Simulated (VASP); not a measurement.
Set up this calculation in VASP 6.6.1, as the native input.

| Item | Value |
| --- | --- |
| Task | single point |
| Functional | PBE |
| Potentials or basis | VASP PAW PBE potentials, release 64 (Ca_sv, Bi_d) |
| Cutoff | 520 eV |
| k mesh | 3 × 3 × 6 |
| Occupations | gaussian, width 0.1 eV |
| Spin | no spin polarisation |
| Dipole correction | no |
| Further INCAR settings | ALGO = Fast; EDIFF = 1e-06; NBANDS = 30 |

The structure of Ca3Bi lies in POSCAR:

```
Ca3Bi
1.0
    6.8711602686      0.0000000000      0.0000000000
   -3.4355801343      5.9505993461      0.0000000000
    0.0000000000      0.0000000000      3.3652714760
Ca Bi
3 1
Direct
    0.0000000000      0.5000000000      0.5000000000
    0.5000000000      0.5000000000      0.5000000000
    0.5000000000      0.0000000000      0.5000000000
    0.0000000000      0.0000000000      0.0000000000
```

The cell was generated, and may not be a known phase.

These files were run (other wordings do the same):

INCAR

```
PREC = Accurate
ENCUT = 520
EDIFF = 1E-6
ISMEAR = 0
SIGMA = 0.1
LREAL = F
LASPH = T
NELM = 100
ALGO = Fast
ISIF = 2
LWAVE = F
LCHARG = T
GGA = PE
LELF = T
LVHAR = T
NBANDS = 30
```

KPOINTS

```
Automatic mesh
0
Gamma
  3 3 6
```

Potentials or basis: VASP PAW PBE potentials, release 64 (Ca_sv, Bi_d).

Command:

```sh
$ cat potpaw_PBE.64/Ca_sv/POTCAR potpaw_PBE.64/Bi_d/POTCAR > POTCAR
$ mpirun -np 1 vasp_std > vasp.out
```

It gave:

```
Pressure               : 0.0 GPa
Band gap on the k mesh : zero (an odd number of electrons rules out a gap without spin polarisation)
```

Caveat: spin-orbit coupling is left out, which moves the levels of the heavy elements.

Wall time 2.5 min on 1 thread of Intel(R) Xeon(R) Platinum 8488C (Sapphire Rapids), on a shared host, peak memory 0.29 GiB.
